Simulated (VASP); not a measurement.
# Zr3SiO8: relaxation of cell and atoms with PBE

Crystal: Zr3SiO8.

```xyz
12
Lattice="5.0589 0.0000 0.0000 0.0000 5.0589 0.0000 0.0000 0.0000 5.0589" Properties=species:S:1:pos:R:3 pbc="T T T"
Zr    2.5295    0.0000    0.0000
Zr    0.0000    2.5295    0.0000
Zr    0.0000    0.0000    2.5295
Si    2.5295    2.5295    2.5295
O     4.0718    0.9871    0.9871
O     0.9871    4.0718    0.9871
O     3.5032    1.5558    3.5032
O     1.5558    3.5032    3.5032
O     3.5032    3.5032    1.5558
O     1.5558    1.5558    1.5558
O     4.0718    4.0718    4.0718
O     0.9871    0.9871    4.0718
```

```
Program                : VASP 6.6.1
Task                   : relaxation of cell and atoms
Functional             : PBE
Potentials or basis    : VASP PAW PBE potentials, release 64 (Zr_sv, Si, O)
Cutoff                 : 600 eV
k mesh                 : 6 × 6 × 6
Occupations            : gaussian, width 0.01 eV
Spin                   : no spin polarisation
Dipole correction      : no
Further INCAR settings : ALGO = Normal; EDIFF = 1e-06; IBRION = 2; EDIFFG = -0.001; NSW = 80; ISIF = 3
```

| Quantity | Value |
| --- | --- |
| Relaxed volume | 10.79 Å³/atom |
| Relaxed cell | a = 5.059 Å, b = 5.059 Å, c = 5.059 Å, α = 90.00°, β = 90.00°, γ = 90.00° |
| Space group after relaxing (to 0.1 Å) | P-43m (No. 215) |
| Energy gained by relaxing | 0.0 meV/atom |
| Ionic steps | 7 |
| Pressure after relaxing | 0.0 GPa |
| Band gap on the k mesh | 3.85 eV (least direct gap 3.89 eV) |

The path:
```csv
step,energy change (eV),largest force (eV/Å),pressure (GPa),volume (Å³)
1,0.0000,0.0317,0.02,129.47
2,-0.0001,0.0172,-0.09,129.50
3,-0.0001,0.0124,-0.06,129.49
4,-0.0001,0.0055,0.04,129.43
5,-0.0001,0.0058,0.04,129.43
6,-0.0001,0.0020,0.00,129.46
7,-0.0001,0.0006,-0.01,129.45
```

Final structure:
```xyz
12
Lattice="5.0587 0.0000 0.0000 0.0000 5.0587 0.0000 0.0000 0.0000 5.0587" Properties=species:S:1:pos:R:3 pbc="T T T"
Zr    2.5293    0.0000    0.0000
Zr    0.0000    2.5293    0.0000
Zr    0.0000    0.0000    2.5293
Si    2.5293    2.5293    2.5293
O     4.0707    0.9879    0.9879
O     0.9879    4.0707    0.9879
O     3.5037    1.5550    3.5037
O     1.5550    3.5037    3.5037
O     3.5037    3.5037    1.5550
O     1.5550    1.5550    1.5550
O     4.0707    4.0707    4.0707
O     0.9879    0.9879    4.0707
```

Levels at points of the mesh, in eV from the valence-band top:
| k point | band 41 | band 42 | band 43 | band 44 | band 45 | band 46 | band 47 | band 48 |
| --- | --- | --- | --- | --- | --- | --- | --- | --- |
| (0.00, 0.00, 0.00) | -1.19 | -0.04 | -0.04 | -0.04 | 3.85 | 3.85 | 5.05 | 5.50 |
| (0.50, 0.00, 0.00) | -0.95 | -0.95 | 0.00 | 0.00 | 4.03 | 4.10 | 4.66 | 5.44 |
| (0.50, 0.50, 0.00) | -0.91 | -0.88 | -0.36 | -0.36 | 4.07 | 4.07 | 4.67 | 5.12 |
| (0.50, 0.50, 0.50) | -1.18 | -0.49 | -0.49 | -0.49 | 4.24 | 4.24 | 4.24 | 5.09 |

It took 9.5 min on 1 thread of Oxide Virtual Turin-like Processor, on a shared host, peak memory 0.3 GiB.

A k mesh can miss the band edges.
